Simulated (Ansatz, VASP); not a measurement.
# Rh: VASP beside Ansatz

```
CELL_PARAMETERS angstrom
0.00000 1.90155 1.94909
1.90155 0.00000 1.94909
1.90155 1.90155 0.00000
ATOMIC_POSITIONS crystal
Rh 0.00000 0.00000 0.00000
```

Change from the starting cell: strain +0.000 along x and y, +0.025 along z, atoms carried along.

Alike in both runs: task single point; functional PBE; k mesh 22 × 22 × 22; no spin polarisation.

```csv
,VASP,Ansatz
version,VASP 6.6.1,Ansatz 0.2.0
potentials or method,"VASP PAW PBE potentials, release 64 (Rh_pv), cutoff 520 eV","scalar-relativistic, plane waves, PAW"
occupations,"methfessel-paxton of order 1, width 0.02 eV","cold, width 0.02 eV"
valence electrons in the cell,15,17
```

```tsv
	VASP	Ansatz	Ansatz less VASP
gap on the k mesh at the Fermi level (eV)	none	none	-
pressure (GPa)	-0.9	-0.9	0.00
traceless stress, the component that is largest in VASP (GPa)	-3.64	-3.65	-0.005
```

A gap of «none» marks a metal or a gap that the smearing closes. VASP's potentials hold 15 valence electrons a cell and Ansatz's 17, so a difference there can come from the potentials and not from the codes.
